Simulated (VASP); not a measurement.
# HfN (Fmm2) in VASP: single point with LDA

Aim: the single point of HfN with LDA.

Program: VASP 6.6.1. These are calculated values, not measurements. Logs are shortened: lines on timing, memory, paths and dates and some standing lists are left out, and cuts for length are marked.

**1. The cell of the first run**

It takes space group Fmm2 (No. 42, orthorhombic). Conventional cell: a = 4.468 Å, b = 4.647 Å, c = 4.647 Å, α = 90.00°, β = 90.00°, γ = 90.00°. Hf (site symmetry mm2) has 6 N at 2.22 to 2.42 Å within 2.9 Å. Within 2.9 Å of N (site symmetry mm2) lie 6 Hf at 2.22 to 2.42 Å.

**2. Single point, LDA**

INCAR reads:

```
ALGO     = Normal         # electronic algorithm
EDIFF    = 1E-7           # SCF threshold, eV
ENCUT    = 520            # plane-wave cutoff, eV
ISIF     = 2              # what is computed and relaxed
ISMEAR   = 0              # smearing method
LASPH    = True           # aspherical terms in the spheres
LCHARG   = True           # write CHGCAR
LELF     = True           # ELF
LREAL    = False          # projectors in reciprocal space
LVHAR    = True         
LWAVE    = False          # write WAVECAR
NBANDS   = 14             # bands
NELM     = 100            # most SCF steps
PREC     = Accurate       # precision mode
SIGMA    = 0.15           # smearing width, eV
```

KPOINTS reads:

```
k-points
0
Gamma
  18 18 18
```

POSCAR reads:

```
HfN
1.0
    0.0000000000      2.3233347065      2.2339756793
    2.3233347065      0.0000000000      2.2339756793
    2.3233347065      2.3233347065      0.0000000000
Hf N
1 1
Direct
   -0.0015807754      0.0015807754      0.0015807754
    0.5201434601      0.4798565399      0.4798565399
```

Potentials or basis: VASP PAW LDA potentials, release 64 (Hf_pv, N).

On the command line:

```console
$ cat potpaw_LDA.64/Hf_pv/POTCAR potpaw_LDA.64/N/POTCAR > POTCAR
$ mpirun -np 1 vasp_std > vasp.out
```

OUTCAR:

```text
EDIFF = 1E-7
   ENCUT = 520
   ISIF = 2
   ISMEAR = 0
   LASPH = True
   LREAL = False
   NELM = 100
   PREC = Accurate

 ion  position               nearest neighbor table
   1  0.998  0.002  0.002-   2 2.22   2 2.24   2 2.24   2 2.33   2 2.33   2 2.42
   2  0.520  0.480  0.480-   1 2.22   1 2.24   1 2.24   1 2.33   1 2.33   1 2.42

  LATTYP: Found a body centered tetragonal cell.
 ALAT       =     3.2856914519
 C/A-ratio  =     1.3598207330

  Lattice vectors:

 A1 = (   0.0000000000,  -2.3233347065,  -2.2339756793)
 A2 = (   0.0000000000,   2.3233347065,  -2.2339756793)
 A3 = (   2.3233347065,   0.0000000000,   2.2339756793)

Analysis of symmetry for initial positions (statically):
=====================================================================
 Subroutine PRICEL returns:
 Original cell was already a primitive cell.

 Routine SETGRP: Setting up the symmetry group for a
 body centered tetragonal supercell.

 Subroutine GETGRP returns: Found  4 space group operations
 (whereof  4 operations were pure point group operations)
 out of a pool of 16 trial point group operations.

The static configuration has the point symmetry C_2v.

Analysis of symmetry for dynamics (positions and initial velocities):
=====================================================================
 Subroutine PRICEL returns:
 Original cell was already a primitive cell.

 Routine SETGRP: Setting up the symmetry group for a
 body centered tetragonal supercell.

 Subroutine GETGRP returns: Found  4 space group operations
 (whereof  4 operations were pure point group operations)
 out of a pool of 16 trial point group operations.

The dynamic configuration has the point symmetry C_2v.

 Subroutine INISYM returns: Found  4 space group operations
 (whereof  4 operations are pure point group operations),
 and found     1 'primitive' translations

----------------------------------------------------------------------------------------

                                     Primitive cell

  volume of cell :      24.1175

  direct lattice vectors                    reciprocal lattice vectors
     0.000000000  2.323334706  2.233975679    -0.215207907  0.215207907  0.223816224
     2.323334706  0.000000000  2.233975679     0.215207907 -0.215207907  0.223816224
     2.323334706  2.323334706  0.000000000     0.215207907  0.215207907 -0.223816224

  length of vectors
     3.223124492  3.223124492  3.285691452     0.377786433  0.377786433  0.377786433

  position of ions in fractional coordinates (direct lattice)
     0.998419225  0.001580775  0.001580775
     0.520143460  0.479856540  0.479856540

  ion indices of the primitive-cell ions
[... 89 lines left out ...]
   EFERMI =   0.00;   METHOD = LEGACY
   ISMEAR =     0;   SIGMA  =   0.15  broadening in eV -4-tet -1-fermi 0-gaus
   EFERMI_NEDOS =   21; number of points for ismear=-14 and -15
   IALGO  =     38    algorithm
   IMIX   =      4    mixing-type and parameters
     AMIX     =   0.40;   BMIX     =  1.00
     AMIX_MAG =   1.60;   BMIX_MAG =  1.00
  volume/ion in A,a.u.               =      12.06        81.38
  Fermi-wavevector in a.u.,A,eV,Ry     =   1.397423  2.640747 26.569339  1.952791
  Thomas-Fermi vector in A             =   2.520681
   LORBIT       =      0    0 simple, 1 ext, 2 COOP (PROOUT), +10 PAW based schemes
   GGA     = CA    functional components
   LHFCALC =     F    Hartree Fock is set to
   AEXX    =    0.0000 exact exchange contribution
   IVDW    =     0    specifies the selected vdW correction
   LEPSILON=     F    determine dielectric tensor
   LRPA    =     F    only Hartree local field effects (RPA)
 non-spin polarized calculation
 Gauss-broadening in eV      SIGMA  =   0.15
  energy-cutoff  :      520.00
  volume of cell :       24.12
 maximum number of plane-waves:       668
   NGX = 11   NGY = 11   NGZ = 13

 number of electron      15.0000001 magnetization

 Free energy of the ion-electron system (eV)
  ---------------------------------------------------
  ext. energy  EPLUGINS =         0.00000000
  ---------------------------------------------------
  free energy    TOTEN  =       -23.66827370 eV

  energy without entropy =      -23.66130146  energy(sigma->0) =      -23.66478758

 E-fermi :   7.7734     XC(G=0): -12.7433

 val. band max:        7.7711905460   @ k =  -0.2222   0.3333   0.1667
 cond. band min:       7.7766367721   @ k =  -0.2778   0.3889   0.2778
 fundamental gap:      0.0054462261
 Fermi energy:         7.7734390909

 k-point     1 :       0.0000    0.0000    0.0000
  band No.  band energies     occupation
      1     -23.3276      2.00000
      2     -23.3159      2.00000
      3     -23.2786      2.00000
      4      -9.1858      2.00000
      5       4.6906      2.00000
      6       4.7209      2.00000
      7       4.8335      2.00000
      8       7.3045      1.99999
      9       7.5008      1.98985
     10       7.8413      0.52245
     11       8.8768      0.00000
     12       9.4702      0.00000
     13      10.4136      0.00000
     14      17.3289      0.00000
[... 377 lines left out ...]
      1     -23.7124      2.00000
      2     -23.3603      2.00000
      3     -23.3456      2.00000
      4      -8.1110      2.00000
      5       1.5913      2.00000
      6       2.8742      2.00000
      7       3.3336      2.00000
      8       8.0693      0.00527
      9       8.6425      0.00000
     10       9.4864      0.00000
     11      12.0484      0.00000
     12      12.5136      0.00000
     13      12.8974      0.00000
     14      18.9485      0.00000

 [... further k-points ...]

------------------------ aborting loop because EDIFF is reached ----------------------------------------

  FORCE on cell =-STRESS in cart. coord.  units (eV):
  Direction    XX          YY          ZZ          XY          YZ          ZX
  --------------------------------------------------------------------------------------
  -------------------------------------------------------------------------------------
  Total       -3.3892833     -3.8295842     -1.4982042      0.0000000      0.0000000      0.0000000
  in kB     -225.1575182   -254.4076741    -99.5289867      0.0000000      0.0000000      0.0000000
  external PRESSURE =    -193.0313930 kB  Pullay stress =       0.0000000 kB

 VOLUME and BASIS-vectors are now :
 -----------------------------------------------------------------------------
  energy-cutoff  :      520.00
  volume of cell :       24.12
      direct lattice vectors                 reciprocal lattice vectors
     0.000000000  2.323334706  2.233975679    -0.215207907  0.215207907  0.223816224
     2.323334706  0.000000000  2.233975679     0.215207907 -0.215207907  0.223816224
     2.323334706  2.323334706  0.000000000     0.215207907  0.215207907 -0.223816224

 POSITION                                       TOTAL-FORCE (eV/Angst)
 -----------------------------------------------------------------------------------
      0.00735      2.32333      2.23398        -0.796946      0.000000      0.000000
      2.22973      2.32333      2.23398         0.796946      0.000000      0.000000
 -----------------------------------------------------------------------------------
    total drift:                               -0.000075      0.000000     -0.000000

  FREE ENERGIE OF THE ION-ELECTRON SYSTEM (eV)
  ---------------------------------------------------
  free  energy   TOTEN  =       -23.6682737035 eV

  energy  without entropy=      -23.6613014649  energy(sigma->0) =      -23.66478758
```

Wall time 1.7 min (1 thread of AMD EPYC 7R13, shared host); peak memory 0.39 GiB.

What came out:

```
Free energy   : -23.6683 eV
Pressure      : -19.3 GPa
Largest force : 0.797 eV/Å
```

Forces in eV/Å, atoms in the order of the input:
```
Hf  -0.797  0.000  0.000
N    0.797  0.000  0.000
```

Caveat: spin-orbit coupling is left out, which moves the levels of the heavy elements.
